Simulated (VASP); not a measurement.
Set up this calculation in VASP 6.6.1, as the native input.

```
Task                   : single point
Functional             : LDA
Potentials or basis    : VASP PAW LDA potentials, release 64 (Mo_sv)
Cutoff                 : 520 eV
k mesh                 : 8 × 8 × 8
Occupations            : gaussian, width 0.15 eV
Spin                   : no spin polarisation
Dipole correction      : no
Further INCAR settings : ALGO = Fast; EDIFF = 1e-07; NBANDS = 66
```

The structure of Mo lies in POSCAR:

```
Mo
1.0
   -3.1111816872      3.1111816872      3.1111816872
   -3.1111816872     -3.1111816872     -3.1111816872
    3.1111816872     -3.1111816872      3.1111816872
Mo
8
Direct
    0.0000000000      0.5000000000      0.0000000000
    0.0000000000      0.5000000000      0.5000000000
    0.5000000000      0.5000000000      0.0000000000
    0.5000000000      0.5000000000      0.5000000000
    0.0000000000      0.0000000000      0.0000000000
    0.0000000000      0.0000000000      0.5000000000
    0.5000000000      0.0000000000      0.0000000000
    0.5000000000      0.0000000000      0.5000000000
```

These files were run (other wordings do the same):

INCAR

```
  PREC = Accurate
  ENCUT = 520
  EDIFF = 1E-7
  ISMEAR = 0
  SIGMA = 0.15
  LREAL = False
  LASPH = True
  NELM = 60
  ALGO = Fast
  ISIF = 2
  LWAVE = False
  LCHARG = False
  GGA = CA
  NBANDS = 66
```

KPOINTS

```
Automatic mesh
0
Gamma
  8 8 8
```

Potentials or basis: VASP PAW LDA potentials, release 64 (Mo_sv).

The run is started by

```sh
$ cat potpaw_LDA.64/Mo_sv/POTCAR > POTCAR
$ mpirun -np 1 vasp_std > vasp.out
```

It gave:

| Property | Result |
| --- | --- |
| Pressure | 1.1 GPa |
| Band gap on the k mesh | zero (bands 56 and 57 overlap by 2.41 eV) |

Run time: 4.8 min on 1 thread of Intel(R) Xeon(R) Platinum 8259CL CPU @ 2.50GHz (Skylake/Cascade Lake), on a shared host, peak memory 0.29 GiB.
